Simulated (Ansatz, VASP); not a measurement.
# SnSe in VASP and in Ansatz

```
Sn Se
1.0
     0.00000    2.68174    3.79198
     2.68174    0.00000    3.79198
     2.68174    2.68174    0.00000
Sn Se
1 1
Cartesian
  0.0000 0.0000 0.0000
  2.6817 2.6817 3.7920
```

Alike in both runs: task single point; functional r2SCAN; k mesh 12 × 12 × 12; occupations gaussian, width 0.05 eV; no spin polarisation.

```csv
,VASP,Ansatz
version,VASP 6.6.1,Ansatz 0.2.0
potentials or method,"VASP PAW PBE potentials, release 64 (Sn_d, Se), cutoff 520 eV","scalar-relativistic, plane waves, PAW"
valence electrons in the cell,20,30
```

VASP gave:

| Item | Value |
| --- | --- |
| gap on the k mesh at the Fermi level (eV) | none |
| pressure (GPa) | 11.8 |
| traceless stress, the component that is largest in VASP (GPa) | -15.35 |

Problem. What did Ansatz give for the same quantities?

Solution. gap on the k mesh at the Fermi level (eV): none; pressure (GPa): 11.7; traceless stress, the component that is largest in VASP (GPa): -15.29.

VASP's potentials were made for PBE, not for r2SCAN. A gap of «none» marks a metal or a gap that the smearing closes. With one functional, cell and mesh, what is left measures potentials, basis and numerics. VASP's potentials hold 20 valence electrons a cell and Ansatz's 30, so a difference there can come from the potentials and not from the codes.
